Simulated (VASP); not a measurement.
Input of a VASP 6.6.1 run:

File INCAR:

```
SYSTEM = As
PREC = Accurate
ENCUT = 520
EDIFF = 1E-6
ISMEAR = 0
SIGMA = 0.02
LREAL = .FALSE.
LASPH = .TRUE.
NELM = 60
ALGO = Normal
ISIF = 2
LWAVE = .FALSE.
LCHARG = .FALSE.
LDIPOL = .TRUE.
IDIPOL = 3
DIPOL = 0.5 0.5 0.500
NBANDS = 12
```

Contents of KPOINTS:

```
Automatic mesh
0
G
  9 9 1
  0 0 0
```

File POSCAR:

```
As
1.0
    3.5760000000      0.0000000000      0.0000000000
   -1.7880000000      3.0969068439      0.0000000000
    0.0000000000      0.0000000000     28.0000000000
As
2
Direct
    0.3333333333      0.6666666667      0.5264285714
    0.6666666667      0.3333333333      0.4735714286
```

Potentials or basis: VASP PAW LDA potentials, release 64 (As).

Run with:

```sh
$ cat potpaw_LDA.64/As/POTCAR > POTCAR
$ mpirun -np 1 vasp_std > vasp.out
```

Problem. Estimate the band gap on the k mesh.

Solution. 1.11 eV, indirect (least direct gap 1.77 eV).

Problem. Estimate the largest force.

Solution. 1.335 eV/Å.

Forces in eV/Å, atoms in the order of the input:
```
As   0.000  0.000 -1.335
As   0.000  0.000  1.335
```
